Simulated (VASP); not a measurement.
# W4C4N in VASP: further runs

W4C4N is run at these levels: PBE+D3(BJ); tasks: single point.

All numbers are computed with VASP 6.6.1; they aren't measurements. Logs are shortened: lines on timing, memory, paths and dates and some standing lists are left out, and cuts for length are marked.

### Step 1. The cell of the first run

The cell holds a slab with vacuum, 18 atoms: a = 5.798 Å, b = 5.798 Å, c = 15.246 Å, α = 90.00°, β = 90.00°, γ = 120.00°.

### Step 2. Single point, PBE+D3(BJ)

File INCAR:

```
  ALGO = Normal
  EDIFF = 1E-6
  ENCUT = 520
  GGA = PE
  ISIF = 2
  ISMEAR = -1
  IVDW = 12
  LASPH = T
  LCHARG = F
  LREAL = Auto
  LWAVE = F
  NBANDS = 92
  NELM = 80
  PREC = Accurate
  SIGMA = 0.1
```

File KPOINTS:

```
k-points
0
Gamma
  3 3 1
```

File POSCAR:

```
W4C4N
1.0
    5.7980000000      0.0000000000      0.0000000000
   -2.8990000000      5.0212150000      0.0000000000
    0.0000000000      0.0000000000     15.2456000000
W C N
8 8 2
Direct
    0.0000000000      0.0000000000      0.0655926956
   -0.0000427238     -0.0000095594      0.2531342814
   -0.0000000498      0.4999999004      0.0655926956
   -0.0000221302      0.4999895444      0.2531742273
    0.5000000000      0.0000000000      0.0655926956
    0.4999849390     -0.0000252927      0.2531432676
    0.4999999502      0.4999999004      0.0655926956
    0.4999714592      0.4999646500      0.2531456289
    0.3333120448      0.1666361628      0.1520706302
    0.3333435201      0.1668305380      0.3259611298
    0.3333141257      0.6666575719      0.1520887338
    0.3334733819      0.6666314826      0.3259852679
    0.8333319370      0.1666666335      0.1521262528
    0.8332813374      0.1666347687      0.3260519101
    0.8333414852      0.6666643432      0.1520788949
    0.8330796426      0.6666780849      0.3259768720
    1.2389636947      0.9721029671      0.5196811539
    1.1123585274      0.7534072929      0.5193306921
```

Potentials or basis: VASP PAW PBE potentials, release 64 (W_sv, C, N).

Run with:

```console
> cat potpaw_PBE.64/W_sv/POTCAR potpaw_PBE.64/C/POTCAR potpaw_PBE.64/N/POTCAR > POTCAR
> mpirun -np 1 vasp_std > vasp.out
```

OUTCAR:

```text
EDIFF = 1E-6
   ENCUT = 520
   GGA = PE
   ISIF = 2
   ISMEAR = -1
   IVDW = 12
   LASPH = T
   LREAL = Auto
   NELM = 80
   PREC = Accurate
 IVDW          = 12

 ion  position               nearest neighbor table
   1  0.000  0.000  0.066-   9 2.13  15 2.13  13 2.13   2 2.86   3 2.90   7 2.90   5 2.90   5 2.90
                             3 2.90   7 2.90
   2  1.000  1.000  0.253-  16 2.01  10 2.01  14 2.01  13 2.27  15 2.27   9 2.28   1 2.86   6 2.90
                             4 2.90   8 2.90   8 2.90   4 2.90   6 2.90
   3  1.000  0.500  0.066-  15 2.13  11 2.13  13 2.13   4 2.86   1 2.90   5 2.90   7 2.90   7 2.90
                             5 2.90   1 2.90
   4  1.000  0.500  0.253-  14 2.01  12 2.01  16 2.01  13 2.27  11 2.28  15 2.28   3 2.86   2 2.90
                             8 2.90   6 2.90   6 2.90   8 2.90   2 2.90
   5  0.500  0.000  0.066-   9 2.13  11 2.13  13 2.13   6 2.86   7 2.90   3 2.90   1 2.90   1 2.90
                             7 2.90   3 2.90
   6  0.500  1.000  0.253-  12 2.01  14 2.01  10 2.01  13 2.27  11 2.27   9 2.28   5 2.86   2 2.90
                             4 2.90   8 2.90   8 2.90   4 2.90   2 2.90
   7  0.500  0.500  0.066-  15 2.13   9 2.13  11 2.13   8 2.86   5 2.90   1 2.90   3 2.90   3 2.90
                             1 2.90   5 2.90
   8  0.500  0.500  0.253-  10 2.01  16 2.01  12 2.01  11 2.27   9 2.28  15 2.28   7 2.86   4 2.90
                             2 2.90   6 2.90   6 2.90   2 2.90   4 2.90
   9  0.333  0.167  0.152-   1 2.13   5 2.13   7 2.13   2 2.28   6 2.28   8 2.28
  10  0.333  0.167  0.326-   8 2.01   2 2.01   6 2.01
  11  0.333  0.667  0.152-   3 2.13   5 2.13   7 2.13   6 2.27   8 2.27   4 2.28
  12  0.333  0.667  0.326-   8 2.01   6 2.01   4 2.01
  13  0.833  0.167  0.152-   5 2.13   3 2.13   1 2.13   2 2.27   6 2.27   4 2.27
  14  0.833  0.167  0.326-   4 2.01   6 2.01   2 2.01
  15  0.833  0.667  0.152-   3 2.13   1 2.13   7 2.13   2 2.27   8 2.28   4 2.28
  16  0.833  0.667  0.326-   8 2.01   2 2.01   4 2.01
  17  0.239  0.972  0.520-  18 1.10
  18  0.112  0.753  0.519-  17 1.10

  LATTYP: Found a hexagonal cell.
 ALAT       =     5.7980000000
 C/A-ratio  =     2.6294584339

  Lattice vectors:

 A1 = (   5.7980000000,   0.0000000000,   0.0000000000)
 A2 = (  -2.8990000000,   5.0212150000,   0.0000000000)
 A3 = (   0.0000000000,   0.0000000000,  15.2456000000)

Analysis of symmetry for initial positions (statically):
=====================================================================
 Subroutine PRICEL returns:
 Original cell was already a primitive cell.

 Routine SETGRP: Setting up the symmetry group for a
 hexagonal supercell.

 Subroutine GETGRP returns: Found  1 space group operations
 (whereof  1 operations were pure point group operations)
 out of a pool of 24 trial point group operations.

The static configuration has the point symmetry C_1 .

Analysis of symmetry for dynamics (positions and initial velocities):
=====================================================================
 Subroutine PRICEL returns:
 Original cell was already a primitive cell.

 Routine SETGRP: Setting up the symmetry group for a
 hexagonal supercell.

 Subroutine GETGRP returns: Found  1 space group operations
 (whereof  1 operations were pure point group operations)
 out of a pool of 24 trial point group operations.

The dynamic configuration has the point symmetry C_1 .

 Subroutine INISYM returns: Found  1 space group operations
 (whereof  1 operations are pure point group operations),
 and found     1 'primitive' translations

----------------------------------------------------------------------------------------

                                     Primitive cell

  volume of cell :     443.8452

  direct lattice vectors                    reciprocal lattice vectors
     5.798000000  0.000000000  0.000000000     0.172473267  0.099577493  0.000000000
    -2.899000000  5.021215000  0.000000000     0.000000000  0.199154985  0.000000000
     0.000000000  0.000000000 15.245600000     0.000000000  0.000000000  0.065592696

  length of vectors
     5.798000000  5.797999748 15.245600000     0.199154977  0.199154985  0.065592696

  position of ions in fractional coordinates (direct lattice)
     0.000000000  0.000000000  0.065592696
     0.999957276  0.999990441  0.253134281
     0.999999950  0.499999900  0.065592696
     0.999977870  0.499989544  0.253174227
     0.500000000  0.000000000  0.065592696
     0.499984939  0.999974707  0.253143268
[... 10 lines left out ...]
     0.238963695  0.972102967  0.519681154
     0.112358527  0.753407293  0.519330692

  ion indices of the primitive-cell ions
   primitive index   ion index
                 1           1
                 2           2
                 3           3
                 4           4
                 5           5
                 6           6
[... 10 lines left out ...]
                17          17
                18          18

[... 69 lines left out ...]
   IMIX   =      4    mixing-type and parameters
     AMIX     =   0.40;   BMIX     =  1.00
     AMIX_MAG =   1.60;   BMIX_MAG =  1.00
  volume/ion in A,a.u.               =      24.66       166.40
  Fermi-wavevector in a.u.,A,eV,Ry     =   1.150371  2.173886 18.005314  1.323353
  Thomas-Fermi vector in A             =   2.287035
   LORBIT       =      0    0 simple, 1 ext, 2 COOP (PROOUT), +10 PAW based schemes
   GGA     = PE    functional components
   LHFCALC =     F    Hartree Fock is set to
   AEXX    =    0.0000 exact exchange contribution
   IVDW    =    12    specifies the selected vdW correction
   LEPSILON=     F    determine dielectric tensor
   LRPA    =     F    only Hartree local field effects (RPA)
 non-spin polarized calculation
  energy-cutoff  :      520.00
  volume of cell :      443.85
 maximum number of plane-waves:     11985
 NGX is ok and might be reduce to    48
   NGX = 21   NGY = 21   NGZ = 57

 number of electron     153.9999996 magnetization

 Free energy of the ion-electron system (eV)
  ---------------------------------------------------
  ext. energy  EPLUGINS =         0.00000000
  ---------------------------------------------------
  free energy    TOTEN  =      -179.13647147 eV

  energy without entropy =     -178.99461912  energy(sigma->0) =     -179.06554530

 E-fermi :   1.2580     XC(G=0):  -7.1217

 val. band max:        0.8151904942   @ k =   0.3333   0.3333   0.0000
 cond. band min:       1.3451879809   @ k =   0.0000   0.0000   0.0000
 fundamental gap:      0.5299974867
 Fermi energy:         1.2579719267

 k-point     1 :       0.0000    0.0000    0.0000
  band No.  band energies     occupation
      1     -72.9063      2.00000
      2     -72.8447      2.00000
      3     -72.8429      2.00000
      4     -72.8422      2.00000
      5     -72.8353      2.00000
      6     -72.7776      2.00000
[... 81 lines left out ...]
     88       4.2326      0.00000
     89       4.3717      0.00000

 k-point     2 :       0.3333   -0.0000    0.0000
  band No.  band energies     occupation
      1     -72.8906      2.00000
      2     -72.8592      2.00000
      3     -72.8436      2.00000
      4     -72.8429      2.00000
      5     -72.8208      2.00000
      6     -72.7920      2.00000
[... 81 lines left out ...]
     88       3.4420      0.00000
     89       3.8534      0.00000

 k-point     3 :       0.0000    0.3333    0.0000
  band No.  band energies     occupation
      1     -72.8906      2.00000
      2     -72.8591      2.00000
      3     -72.8440      2.00000
      4     -72.8425      2.00000
      5     -72.8208      2.00000
      6     -72.7920      2.00000
[... 81 lines left out ...]
     88       3.4332      0.00000
     89       3.8534      0.00000

 k-point     4 :      -0.3333    0.3333    0.0000
  band No.  band energies     occupation
      1     -72.8906      2.00000
      2     -72.8591      2.00000
      3     -72.8442      2.00000
      4     -72.8423      2.00000
      5     -72.8208      2.00000
      6     -72.7920      2.00000
[... 81 lines left out ...]
     88       3.4462      0.00000
     89       3.8534      0.00000

 k-point     5 :       0.3333    0.3333    0.0000
  band No.  band energies     occupation
      1     -72.8685      2.00000
      2     -72.8666      2.00000
      3     -72.8659      2.00000
      4     -72.8353      2.00000
      5     -72.7993      2.00000
      6     -72.7992      2.00000
[... 81 lines left out ...]
     88       3.3860      0.00000
     89       3.6564      0.00000
 [bands above 89 left out]

------------------------ aborting loop because EDIFF is reached ----------------------------------------

 Edisp (eV)   -4.91037

 E8    (eV) :    -2.2852

  FORCE on cell =-STRESS in cart. coord.  units (eV):
  Direction    XX          YY          ZZ          XY          YZ          ZX
  --------------------------------------------------------------------------------------
  -------------------------------------------------------------------------------------
  Total       5.86687     7.68606     0.65200     0.17176    -0.00163     0.01162
  in kB      21.17802    27.74487     2.35358     0.62002    -0.00590     0.04196
  external pressure =       17.09 kB  Pullay stress =        0.00 kB

 VOLUME and BASIS-vectors are now :
 -----------------------------------------------------------------------------
  energy-cutoff  :      520.00
  volume of cell :      443.85
      direct lattice vectors                 reciprocal lattice vectors
     5.798000000  0.000000000  0.000000000     0.172473267  0.099577493  0.000000000
    -2.899000000  5.021215000  0.000000000     0.000000000  0.199154985  0.000000000
     0.000000000  0.000000000 15.245600000     0.000000000  0.000000000  0.065592696

 POSITION                                       TOTAL-FORCE (eV/Angst)
 -----------------------------------------------------------------------------------
      0.00000      0.00000      1.00000        -0.000788      0.000873     -0.066071
      2.89878      5.02117      3.85918        -0.001605     -0.000689     -0.038521
      4.34850      2.51061      1.00000        -0.000310     -0.001319     -0.060177
      4.34840      2.51056      3.85979        -0.000860      0.001881     -0.035061
      2.89900      0.00000      1.00000         0.000303      0.000738     -0.064046
     -0.00001      5.02109      3.85932         0.000073      0.000218     -0.036011
[... 10 lines left out ...]
     -1.43261      4.88114      7.92285         0.155535      1.715008      0.008309
     -1.53267      3.78302      7.91751        -0.155019     -1.714572     -0.010720
 -----------------------------------------------------------------------------------
    total drift:                               -0.000679      0.000870      0.028070

  FREE ENERGIE OF THE ION-ELECTRON SYSTEM (eV)
  ---------------------------------------------------
  free  energy   TOTEN  =      -184.0468385148 eV

  energy  without entropy=     -183.9049861665  energy(sigma->0) =     -183.97591234
```

Wall time 19 min (1 thread of Intel Xeon 8259CL, shared host); peak memory 0.64 GiB.

Results:

```
Free energy                : -184.0468 eV
Largest force              : 1.722 eV/Å
Band gap on the k mesh     : zero (bands 77 and 78 overlap by 0.73 eV)
Dispersion energy per atom : -0.273 eV
```

Forces on the atoms (eV/Å):
```
W   -0.001  0.001 -0.066
W   -0.002 -0.001 -0.039
W    0.000 -0.001 -0.060
W   -0.001  0.002 -0.035
W    0.000  0.001 -0.064
W    0.000  0.000 -0.036
W   -0.001  0.001 -0.063
W   -0.002  0.003 -0.039
C    0.000  0.000  0.002
C    0.001 -0.001  0.101
C   -0.001  0.000  0.000
C    0.003 -0.002  0.099
C    0.000  0.001  0.002
C    0.002 -0.001  0.097
C    0.001 -0.001  0.002
C    0.000 -0.001  0.101
N    0.156  1.715  0.008
N   -0.155 -1.715 -0.011
```

Levels at points of the mesh, in eV from the Fermi level:
```
           k point  band 74  band 75  band 76  band 77  band 78  band 79  band 80  band 81
(0.00, 0.00, 0.00)     0.09     0.09     0.29     0.29     0.29     1.05     1.16     1.17
```

Caveat: the k points lie up to 0.42 Å⁻¹ apart, too coarse for converged energies and pressures of a metal; the standard files for N, O and F lose accuracy on very short bonds; spin-orbit coupling is left out, which moves the levels of the heavy elements.

### Step 3. Single point, PBE+D3(BJ)

File INCAR:

```
PREC = Accurate
ENCUT = 520
EDIFF = 1E-7
ISMEAR = -1
SIGMA = 0.1
LREAL = Auto
LASPH = T
NELM = 100
ALGO = Normal
ISIF = 2
LWAVE = F
LCHARG = F
GGA = PE
IVDW = 12
NBANDS = 92
```

File KPOINTS:

```
regular mesh
0
Gamma
  3 3 1
```

File POSCAR:

```
W4C4N
1.0
    5.7980000000      0.0000000000      0.0000000000
   -2.8990000000      5.0212150000      0.0000000000
    0.0000000000      0.0000000000     15.2456000000
W C N
8 8 2
Direct
    0.0000000000      0.0000000000      0.0655927000
   -0.0000286626     -0.0000354638      0.2531456097
    0.0000000000      0.5000000000      0.0655927000
   -0.0000150213      0.4999747608      0.2531432706
    0.5000000000      0.0000000000      0.0655927000
    0.4999779853     -0.0000103870      0.2531742234
    0.5000000000      0.5000000000      0.0655927000
    0.4999572344      0.4999904181      0.2531342566
    0.3333414766      0.1666643649      0.1520788700
    0.3330796027      0.1666780983      0.3259768453
    0.3333319023      0.6666665577      0.1521262678
    0.3332813323      0.6666347312      0.3260518779
    0.8333140904      0.1666575593      0.1520887375
    0.8334733587      0.1666314252      0.3259853023
    0.8333119490      0.6666360954      0.1520706565
    0.8333433897      0.6668304308      0.3259611457
    0.7389636538      0.4721029981      0.5196811440
    0.6123585896      0.2534073556      0.5193307091
```

Potentials or basis: VASP PAW PBE potentials, release 64 (W_sv, C, N).

Run with:

```console
> cat potpaw_PBE.64/W_sv/POTCAR potpaw_PBE.64/C/POTCAR potpaw_PBE.64/N/POTCAR > POTCAR
> mpirun -np 1 vasp_std > vasp.out
```

Run time: 6.3 min. Hardware: 1 thread of Intel Xeon 6975P-C (Granite Rapids), shared host; peak memory 0.62 GiB.

The run converged. Its results:

```yaml
Free_energy: -184.0468 eV
Largest_force: 1.722 eV/Å
Band_gap_on_the_k_mesh: zero (bands 77 and 78 overlap by 0.73 eV)
Dispersion_energy_per_atom: -0.273 eV
```

Forces on the atoms (eV/Å):
```
W   -0.001  0.001 -0.063
W   -0.002  0.003 -0.039
W    0.000  0.001 -0.064
W    0.000  0.000 -0.036
W    0.000 -0.001 -0.060
W   -0.001  0.002 -0.035
W   -0.001  0.001 -0.066
W   -0.002 -0.001 -0.038
C    0.001 -0.001  0.002
C    0.000 -0.001  0.101
C    0.000  0.001  0.002
C    0.002 -0.001  0.097
C   -0.001  0.000  0.000
C    0.003 -0.002  0.099
C    0.000  0.000  0.002
C    0.001 -0.001  0.101
N    0.156  1.715  0.008
N   -0.155 -1.715 -0.011
```

Levels at points of the mesh, in eV from the Fermi level:
| k point | band 74 | band 75 | band 76 | band 77 | band 78 | band 79 | band 80 | band 81 |
| --- | --- | --- | --- | --- | --- | --- | --- | --- |
| (0.00, 0.00, 0.00) | 0.09 | 0.09 | 0.29 | 0.29 | 0.29 | 1.05 | 1.16 | 1.17 |

Caveat: the k points lie up to 0.42 Å⁻¹ apart, too coarse for converged energies and pressures of a metal; the standard files for N, O and F lose accuracy on very short bonds; spin-orbit coupling is left out, which moves the levels of the heavy elements.

### Step 4. Single point, PBE+D3(BJ)

File INCAR:

```
SYSTEM = W4C4N
PREC = Accurate
ENCUT = 520
EDIFF = 1E-7
ISMEAR = -1
SIGMA = 0.1
LREAL = Auto
LASPH = .TRUE.
NELM = 60
ALGO = Normal
ISIF = 2
LWAVE = .FALSE.
LCHARG = .TRUE.
GGA = PE
IVDW = 12
LELF = .TRUE.
LVHAR = .TRUE.
NBANDS = 92
```

File KPOINTS:

```
regular mesh
0
G
  3 3 1
  0 0 0
```

File POSCAR:

```
W4C4N
1.0
    5.7980000000      0.0000000000      0.0000000000
   -2.8990000000      5.0212150000      0.0000000000
    0.0000000000      0.0000000000     15.2456000000
W C N
8 8 2
Direct
    0.0000000000      0.0000000000      0.0655926956
   -0.0000285906     -0.0000354496      0.2531456289
   -0.0000000498      0.4999999004      0.0655926956
   -0.0000150112      0.4999748069      0.2531432676
    0.5000000000      0.0000000000      0.0655926956
    0.4999780921     -0.0000103561      0.2531742273
    0.4999999502      0.4999999004      0.0655926956
    0.4999572264      0.4999903410      0.2531342814
    0.3333415349      0.1666644428      0.1520788949
    0.3330796924      0.1666781845      0.3259768720
    0.3333318872      0.6666665339      0.1521262528
    0.3332812876      0.6666346691      0.3260519101
    0.8333140759      0.1666574723      0.1520887338
    0.8334733321      0.1666313830      0.3259852679
    0.8333119950      0.6666360632      0.1520706302
    0.8333434703      0.6668304384      0.3259611298
    0.7389637445      0.4721030667      0.5196811539
    0.6123585772      0.2534073924      0.5193306921
```

Run with:

```console
> cat potpaw_PBE.64/W_sv/POTCAR potpaw_PBE.64/C/POTCAR potpaw_PBE.64/N/POTCAR > POTCAR
> mpirun -np 1 vasp_std > vasp.out
```

Run time: 6.6 min. Hardware: 1 thread of Intel Xeon 6975P-C (Granite Rapids), shared host; peak memory 0.62 GiB.

Results (log left out):

```yaml
Free_energy: -184.0468 eV
Largest_force: 1.722 eV/Å
Band_gap_on_the_k_mesh: zero (bands 77 and 78 overlap by 0.73 eV)
Dispersion_energy_per_atom: -0.273 eV
```

Forces on the atoms (eV/Å):
```
W   -0.001  0.001 -0.063
W   -0.002  0.003 -0.039
W    0.000  0.001 -0.064
W    0.000  0.000 -0.036
W    0.000 -0.001 -0.060
W   -0.001  0.002 -0.035
W   -0.001  0.001 -0.066
W   -0.002 -0.001 -0.038
C    0.001 -0.001  0.002
C    0.000 -0.001  0.101
C    0.000  0.001  0.002
C    0.002 -0.001  0.097
C   -0.001  0.000  0.000
C    0.003 -0.002  0.099
C    0.000  0.000  0.002
C    0.001 -0.001  0.101
N    0.156  1.715  0.008
N   -0.155 -1.715 -0.011
```

Levels at points of the mesh, in eV from the Fermi level:
```
           k point  band 74  band 75  band 76  band 77  band 78  band 79  band 80  band 81
(0.00, 0.00, 0.00)     0.09     0.09     0.29     0.29     0.29     1.05     1.16     1.17
```

Caveat: the k points lie up to 0.42 Å⁻¹ apart, too coarse for converged energies and pressures of a metal; the standard files for N, O and F lose accuracy on very short bonds; spin-orbit coupling is left out, which moves the levels of the heavy elements.
